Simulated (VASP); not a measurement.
Write the native input for VASP 6.6.1 that does the following.

```
Task                   : single point
Functional             : PBEsol
Potentials or basis    : VASP PAW PBE potentials, release 64 (Se)
Cutoff                 : 520 eV
k mesh                 : 8 × 8 × 8
Occupations            : fermi-dirac, width 0.1 eV
Spin                   : no spin polarisation
Dipole correction      : no
Further INCAR settings : ALGO = Normal; EDIFF = 1e-06; NBANDS = 9
```

The structure of Se lies in POSCAR:

```
Se
1.0
    2.7924462735      0.0000000000      0.0000000000
    0.0000000000      2.7924462735      0.0000000000
    0.0000000000      0.0000000000      2.7924462735
Se
1
Direct
    0.0000000000      0.0000000000      0.0000000000
```

The input as run:

INCAR

```
SYSTEM = Se
ALGO     = Normal         ! electronic algorithm
EDIFF    = 1E-6           ! SCF threshold, eV
ENCUT    = 520            ! plane-wave cutoff, eV
GGA      = PS             ! functional
ISIF     = 2              ! what is computed and relaxed
ISMEAR   = -1             ! smearing method
LASPH    = .True.         ! aspherical terms in the spheres
LCHARG   = .False.        ! write CHGCAR
LREAL    = .False.        ! projectors in reciprocal space
LWAVE    = .False.        ! write WAVECAR
NBANDS   = 9              ! bands
NELM     = 80             ! most SCF steps
PREC     = Accurate       ! precision mode
SIGMA    = 0.1            ! smearing width, eV
```

KPOINTS

```
k-points
0
Gamma
  8 8 8
  0 0 0
```

Potentials or basis: VASP PAW PBE potentials, release 64 (Se).

The run is started by

```bash
$ cat potpaw_PBE.64/Se/POTCAR > POTCAR
$ mpirun -np 1 vasp_std > vasp.out
```

It gave:

```yaml
Pressure: 0.1 GPa
Band_gap_on_the_k_mesh: zero (band 3 reaches 8.01 eV, above the bottom of band 4 at 1.57 eV)
```

Caveat: the PAW data sets were made with another functional, which shifts forces and pressure a little.

It took 9.6 s on 1 thread of Intel Xeon 6975P-C, with other jobs on the host, peak memory 0.13 GiB.
